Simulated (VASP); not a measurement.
# Re (Cmcm) in VASP: further runs

Re is run at these levels: LDA; tasks: single point.

Everything below comes from runs of VASP 6.6.1. Logs are shortened: lines on timing, memory, paths and dates and some standing lists are left out, and cuts for length are marked.

### 1 The cell of the first run

It takes space group Cmcm (No. 63, orthorhombic). The conventional cell has a = 2.807 Å, b = 4.718 Å, c = 4.474 Å, α = 90.00°, β = 90.00°, γ = 90.00°. Within 3.6 Å of Re (site symmetry m2m) lie 12 Re at 2.73 to 2.81 Å.

### 2 Single point, LDA (strain +0.0150 x Voigt [1, -1, 0, 0, 0, 0])

File INCAR:

```
PREC = Accurate
ENCUT = 520
EDIFF = 1E-6
ISMEAR = 0
SIGMA = 0.15
LREAL = F
LASPH = T
NELM = 100
ALGO = Normal
ISIF = 2
LWAVE = F
LCHARG = F
NBANDS = 14
```

File KPOINTS:

```
Automatic mesh
0
Gamma
  21 21 12
```

File POSCAR:

```
Re
1.0
    2.8068164242      0.0000000000      0.0000000000
   -1.4034082121      2.3589287805      0.0000000000
    0.0000000000      0.0000000000      4.4735766300
Re
2
Direct
    0.3333333333      0.6666666667      0.2500000000
    0.6666666667      0.3333333333      0.7500000000
```

Potentials or basis: VASP PAW LDA potentials, release 64 (Re).

Started as:

```sh
$ cat potpaw_LDA.64/Re/POTCAR > POTCAR
$ mpirun -np 1 vasp_std > vasp.out
```

OUTCAR:

```text
PREC = Accurate
   ENCUT = 520
   EDIFF = 1E-6
   ISMEAR = 0
   LREAL = F
   LASPH = T
   NELM = 100
   ISIF = 2

 ion  position               nearest neighbor table
   1  0.333  0.667  0.250-   2 2.73   2 2.73   2 2.76   2 2.76   2 2.76   2 2.76
   2  0.667  0.333  0.750-   1 2.73   1 2.73   1 2.76   1 2.76   1 2.76   1 2.76

  Warning from LATTYP: Monoclinic adjustment (A1->A3, A2->A1, A3->A2)!
  LATTYP: Found a base centered orthorhombic cell.
 ALAT       =     2.8068164242
 B/A-ratio  =     1.6808571876
 C/A-ratio  =     1.5938258703

  Lattice vectors:

 A1 = (   1.4034082121,  -2.3589287805,   0.0000000000)
 A2 = (   1.4034082121,   2.3589287805,   0.0000000000)
 A3 = (   0.0000000000,   0.0000000000,   4.4735766300)

Analysis of symmetry for initial positions (statically):
=====================================================================
 Subroutine PRICEL returns:
 Original cell was already a primitive cell.

 Routine SETGRP: Setting up the symmetry group for a
 base centered orthorhombic supercell.

 Subroutine GETGRP returns: Found  8 space group operations
 (whereof  4 operations were pure point group operations)
 out of a pool of  8 trial point group operations.

The static configuration has the point symmetry C_2h.
 The point group associated with its full space group is D_2h.

Analysis of symmetry for dynamics (positions and initial velocities):
=====================================================================
 Subroutine PRICEL returns:
 Original cell was already a primitive cell.

 Routine SETGRP: Setting up the symmetry group for a
 base centered orthorhombic supercell.

 Subroutine GETGRP returns: Found  8 space group operations
 (whereof  4 operations were pure point group operations)
 out of a pool of  8 trial point group operations.

The dynamic configuration has the point symmetry C_2h.
 The point group associated with its full space group is D_2h.

 Subroutine INISYM returns: Found  8 space group operations
 (whereof  4 operations are pure point group operations),
 and found     1 'primitive' translations

----------------------------------------------------------------------------------------

                                     Primitive cell

  volume of cell :      29.6199

  direct lattice vectors                    reciprocal lattice vectors
     2.806816424  0.000000000  0.000000000     0.356275527  0.211960617  0.000000000
    -1.403408212  2.358928780  0.000000000     0.000000000  0.423921234  0.000000000
     0.000000000  0.000000000  4.473576630     0.000000000  0.000000000  0.223534787

  length of vectors
     2.806816424  2.744831434  4.473576630     0.414559470  0.423921234  0.223534787

  position of ions in fractional coordinates (direct lattice)
     0.333333333  0.666666667  0.250000000
     0.666666667  0.333333333  0.750000000

  ion indices of the primitive-cell ions
   primitive index   ion index
                 1           1
                 2           2

----------------------------------------------------------------------------------------

 KPOINTS: Automatic mesh

Automatic generation of k-mesh.
 Grid dimensions read from file:
 generate k-points for:   21   21   12

 Generating k-lattice:

  Cartesian coordinates                     Fractional coordinates (reciprocal lattice)
     0.016965501  0.010093363  0.000000000     0.047619048 -0.000000000  0.000000000
     0.000000000  0.020186725  0.000000000     0.000000000  0.047619048  0.000000000
     0.000000000  0.000000000  0.018627899     0.000000000  0.000000000  0.083333333

  Length of vectors
     0.019740927  0.020186725  0.018627899

  Shift w.r.t. Gamma in fractional coordinates (k-lattice)
     0.000000000  0.000000000  0.000000000

 Subroutine IBZKPT returns following result:
 ===========================================

 Found    847 irreducible k-points:

 Following reciprocal coordinates:
            Coordinates               Weight
  0.000000  0.000000  0.000000      1.000000
  0.047619  0.000000  0.000000      4.000000
  0.095238  0.000000  0.000000      4.000000
  0.142857  0.000000  0.000000      4.000000
  0.190476  0.000000  0.000000      4.000000
  0.238095  0.000000  0.000000      4.000000
[... 16 lines left out ...]
 -0.476190  0.047619  0.000000      4.000000
 -0.428571  0.047619  0.000000      4.000000
 [... further k-points ...]
   k-points           NKPTS =    847   k-points in BZ     NKDIM =    847   number of bands    NBANDS=     14
   number of dos      NEDOS =    301   number of ions     NIONS =      2
   total plane-waves  NPLWV =  17280
   dimension x,y,z NGX =    24 NGY =   20 NGZ =   36
   dimension x,y,z NGXF=    48 NGYF=   40 NGZF=   72
   ions per type =               2
   NGX,Y,Z   is equivalent  to a cutoff of  14.22, 12.11, 13.38 a.u.
   NGXF,Y,Z  is equivalent  to a cutoff of  28.43, 24.23, 26.76 a.u.
 SYSTEM =  unknown system
   PREC   = accura    normal or accurate (medium, high low for compatibility)
   ISTART =      0    job   : 0-new  1-cont  2-samecut
   ICHARG =      2    charge: 1-file 2-atom 10-const
   ISPIN  =      1    spin polarized calculation?
   LNONCOLLINEAR =      F non collinear calculations
   LSORBIT =      F    spin-orbit coupling
   LASPH  =      T    aspherical Exc in radial PAW
   ENCUT  =  520.0 eV  38.22 Ry    6.18 a.u.   5.22  5.10  8.32*2*pi/ulx,y,z
   NELM   =    100;   NELMIN=  2; NELMDL= -5     # of ELM steps
   EDIFF  = 0.1E-05   stopping-criterion for ELM
   LREAL  =      F    real-space projection
   EDIFFG = 0.1E-04   stopping-criterion for IOM
   NSW    =      0    number of steps for IOM
   IBRION =     -1    ionic relax: 0-MD 1-quasi-New 2-CG
   NFREE  =      0    steps in history (QN), initial steepest desc. (CG)
   ISIF   =      2    stress and relaxation
   ISYM   =      2    0-nonsym 1-usesym 2-fastsym
   POTIM  = 0.5000    time-step for ionic-motion
   TEBEG  =    0.0;   TEEND  =   0.0 temperature during run
   PSTRESS=    0.0 pullay stress
   NELECT =      14.0000    total number of electrons
   NUPDOWN=      -1.0000    fix difference up-down
   EMIN   =  10.00;   EMAX   =-10.00  energy-range for DOS
   EFERMI =   0.00;   METHOD = LEGACY
   ISMEAR =     0;   SIGMA  =   0.15  broadening in eV -4-tet -1-fermi 0-gaus
   EFERMI_NEDOS =   21; number of points for ismear=-14 and -15
   IALGO  =     38    algorithm
   IMIX   =      4    mixing-type and parameters
     AMIX     =   0.40;   BMIX     =  1.00
     AMIX_MAG =   1.60;   BMIX_MAG =  1.00
  volume/ion in A,a.u.               =      14.81        99.94
  Fermi-wavevector in a.u.,A,eV,Ry     =   1.275233  2.409841 22.126062  1.626220
  Thomas-Fermi vector in A             =   2.407957
   LORBIT       =      0    0 simple, 1 ext, 2 COOP (PROOUT), +10 PAW based schemes
   GGA     = CA    functional components
   LHFCALC =     F    Hartree Fock is set to
   AEXX    =    0.0000 exact exchange contribution
   IVDW    =     0    specifies the selected vdW correction
   LEPSILON=     F    determine dielectric tensor
   LRPA    =     F    only Hartree local field effects (RPA)
 non-spin polarized calculation
 Gauss-broadening in eV      SIGMA  =   0.15
  energy-cutoff  :      520.00
  volume of cell :       29.62
 maximum number of plane-waves:       816
 NGX is ok and might be reduce to    24
   NGX = 11   NGY = 11   NGZ = 17

 number of electron      14.0000001 magnetization

 Free energy of the ion-electron system (eV)
  ---------------------------------------------------
  ext. energy  EPLUGINS =         0.00000000
  ---------------------------------------------------
  free energy    TOTEN  =       -27.49321556 eV

  energy without entropy =      -27.47462349  energy(sigma->0) =      -27.48391953

 E-fermi :   7.7698     XC(G=0): -13.8061

 val. band max:        7.7687516428   @ k =   0.1429   0.4286   0.2500
 cond. band min:       7.7702771705   @ k =   0.0476   0.1905   0.2500
 fundamental gap:      0.0015255276
 Fermi energy:         7.7697586746

 k-point     1 :       0.0000    0.0000    0.0000
  band No.  band energies     occupation
      1      -1.9841      2.00000
      2       1.2027      2.00000
      3       5.8475      2.00000
      4       6.1534      2.00000
      5       6.5281      2.00000
      6       6.6948      2.00000
      7       7.3226      1.99998
      8       7.8558      0.41746
      9       8.0359      0.01211
     10       8.4741      0.00000
     11      10.9846      0.00000
     12      11.1832      0.00000
     13      17.6822      0.00000
     14      21.9852      0.00000

 k-point     2 :       0.0476    0.0000    0.0000
  band No.  band energies     occupation
      1      -1.8925      2.00000
      2       1.2890      2.00000
      3       5.6899      2.00000
      4       6.2801      2.00000
      5       6.6149      2.00000
      6       6.6706      2.00000
      7       7.3643      1.99987
      8       7.7238      1.33488
      9       7.9366      0.11563
     10       8.1795      0.00011
     11      11.1610      0.00000
     12      11.5153      0.00000
     13      17.6758      0.00000
     14      22.1829      0.00000

 k-point     3 :       0.0952    0.0000    0.0000
  band No.  band energies     occupation
      1      -1.6235      2.00000
      2       1.5363      2.00000
      3       5.3897      2.00000
      4       6.4693      2.00000
      5       6.6329      2.00000
      6       6.8476      2.00000
      7       7.0758      2.00000
      8       7.5371      1.97175
      9       7.7232      1.33909
     10       7.9007      0.21688
     11      11.3000      0.00000
     12      12.4733      0.00000
     13      17.6417      0.00000
     14      22.7400      0.00000
[... 324 lines left out ...]
 k-point    23 :      -0.4762    0.0476    0.0000
  band No.  band energies     occupation
      1       1.9035      2.00000
      2       2.0733      2.00000
      3       2.6546      2.00000
      4       5.8417      2.00000
      5       5.9657      2.00000
      6       6.3996      2.00000
      7       7.0190      2.00000
      8      11.4515      0.00000
      9      11.7554      0.00000
     10      12.0394      0.00000
     11      12.7849      0.00000
     12      15.9370      0.00000
     13      17.5036      0.00000
     14      20.0744      0.00000

 k-point    24 :      -0.4286    0.0476    0.0000
  band No.  band energies     occupation
      1       1.7708      2.00000
      2       2.1725      2.00000
      3       2.8672      2.00000
      4       5.5216      2.00000
      5       6.0636      2.00000
      6       6.4866      2.00000
      7       6.8251      2.00000
      8      11.0047      0.00000
      9      11.0125      0.00000
     10      11.7929      0.00000
     11      12.0137      0.00000
     12      17.0302      0.00000
     13      17.4289      0.00000
     14      19.5570      0.00000

 [... further k-points ...]

------------------------ aborting loop because EDIFF is reached ----------------------------------------

  FORCE on cell =-STRESS in cart. coord.  units (eV):
  Direction    XX          YY          ZZ          XY          YZ          ZX
  --------------------------------------------------------------------------------------
  -------------------------------------------------------------------------------------
  Total       -2.8785842     -0.9401803     -2.2933123      0.0000000      0.0000000      0.0000000
  in kB     -155.7061626    -50.8555092   -124.0480869      0.0000000      0.0000000      0.0000000
  external PRESSURE =    -110.2032529 kB  Pullay stress =       0.0000000 kB

 VOLUME and BASIS-vectors are now :
 -----------------------------------------------------------------------------
  energy-cutoff  :      520.00
  volume of cell :       29.62
      direct lattice vectors                 reciprocal lattice vectors
     2.806816424  0.000000000  0.000000000     0.356275527  0.211960617  0.000000000
    -1.403408212  2.358928780  0.000000000     0.000000000  0.423921234  0.000000000
     0.000000000  0.000000000  4.473576630     0.000000000  0.000000000  0.223534787

 POSITION                                       TOTAL-FORCE (eV/Angst)
 -----------------------------------------------------------------------------------
     -0.00000      1.57262      1.11839         0.000000     -0.084244     -0.000000
      1.40341      0.78631      3.35518         0.000000      0.084244      0.000000
 -----------------------------------------------------------------------------------
    total drift:                               -0.000000      0.000000     -0.000000

  FREE ENERGIE OF THE ION-ELECTRON SYSTEM (eV)
  ---------------------------------------------------
  free  energy   TOTEN  =       -27.4932155641 eV

  energy  without entropy=      -27.4746234872  energy(sigma->0) =      -27.48391953
```

Wall time 2.9 min (1 thread of Intel Xeon Platinum 8259CL at 2.50GHz (Skylake/Cascade Lake), shared host); peak memory 0.39 GiB.

Results:

| Quantity | Value |
| --- | --- |
| Free energy | -27.4932 eV |
| Pressure | -11.0 GPa |
| Largest force | 0.084 eV/Å |
| Band gap on the k mesh | zero (band 7 reaches 9.52 eV, above the bottom of band 8 at 6.29 eV) |

Forces on the atoms (eV/Å):
```
Re   0.000 -0.084  0.000
Re   0.000  0.084  0.000
```

Levels at points of the mesh, in eV from the Fermi level:
| k point | band 5 | band 6 | band 7 | band 8 | band 9 | band 10 |
| --- | --- | --- | --- | --- | --- | --- |
| (0.00, 0.00, 0.00) | -1.24 | -1.07 | -0.45 | 0.09 | 0.27 | 0.70 |
| (0.00, 0.00, 0.50) | -2.01 | -2.01 | -1.41 | -1.41 | 2.39 | 2.39 |

Caveat: the cell differs from its parent crystal (strain +0.0150 x Voigt [1, -1, 0, 0, 0, 0]); spin-orbit coupling is left out, which moves the levels of the heavy elements.

[end of part 1 of 2]
